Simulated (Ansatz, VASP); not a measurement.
# Two plane-wave programs on TiO2

```xyz
12
Lattice="4.5564 0.0000 0.0000 0.0000 5.5092 0.0000 0.0000 0.0000 4.9472" Properties=species:S:1:pos:R:3 pbc="T T T"
Ti    2.2782    3.6834    3.7104
Ti    0.0000    4.5804    1.2368
Ti    2.2782    1.8258    1.2368
Ti    0.0000    0.9288    3.7104
O     3.3152    3.3957    0.4005
O     1.0370    4.8681    4.5467
O     3.5194    4.8681    2.8740
O     1.2412    3.3957    2.0731
O     3.3152    2.1135    2.8740
O     1.0370    0.6411    2.0731
O     3.5194    0.6411    0.4005
O     1.2412    2.1135    4.5467
```

Alike in both runs: task single point; functional r2SCAN; k mesh 6 × 4 × 6; occupations gaussian, width 0.02 eV; no spin polarisation; Hubbard terms Ti d U = 4.0 eV.

```csv
,VASP,Ansatz
version,VASP 6.6.1,Ansatz 0.2.0
potentials or method,"VASP PAW PBE potentials, release 64 (Ti_sv, O), cutoff 520 eV","scalar-relativistic, plane waves, PAW"
valence electrons in the cell,96,96
```

```tsv
	VASP	Ansatz	Ansatz less VASP
gap on the k mesh at the Fermi level (eV)	3.48	3.39	-0.089
least direct gap on the mesh (eV)	3.54	3.45	-0.091
pressure (GPa)	5.8	0.0	-5.84
traceless stress, the component that is largest in VASP (GPa)	-0.64	0.01	+0.657
rms of the force components (eV/Å)	0.122	0.000	-0.1216
```

VASP's potentials were made for PBE, not for r2SCAN. The programs project onto different local orbitals, so the same U acts differently, and such runs can settle in different states. Atom by atom the forces differ by 0.122 eV/Å (rms over components).
